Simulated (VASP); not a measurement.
A run of VASP 6.6.1 is set up as follows.

File INCAR:

```
PREC = Accurate ; ENCUT = 600
EDIFF = 1E-6 ; ISMEAR = 0
SIGMA = 0.01 ; LREAL = F
LASPH = T ; NELM = 120
ALGO = Normal ; ISIF = 2
LWAVE = F ; LCHARG = F
GGA = PE ; NBANDS = 11
GGA_COMPAT = F
```

The input KPOINTS:

```
regular mesh
0
Gamma
  3 3 3
```

The input POSCAR:

```
MgS
1.0
    0.0000000000      2.5273321600      2.5273321600
    2.5273321600      0.0000000000      2.5273321600
    2.5273321600      2.5273321600      0.0000000000
Mg S
1 1
Direct
    0.0000000000      0.0000000000      0.0000000000
    0.5000000000      0.5000000000      0.5000000000
```

Potentials or basis: VASP PAW PBE potentials, release 64 (Mg, S).

Command:

```bash
$ cat potpaw_PBE.64/Mg/POTCAR potpaw_PBE.64/S/POTCAR > POTCAR
$ mpirun -np 1 vasp_std > vasp.out
```

Q: Estimate the pressure.

A: 11.0 GPa.

Q: Estimate the band gap on the k mesh.

A: 4.03 eV, indirect (least direct gap 4.40 eV).

Caveat: the k points lie up to 0.72 Å⁻¹ apart. A k mesh can miss the band edges.
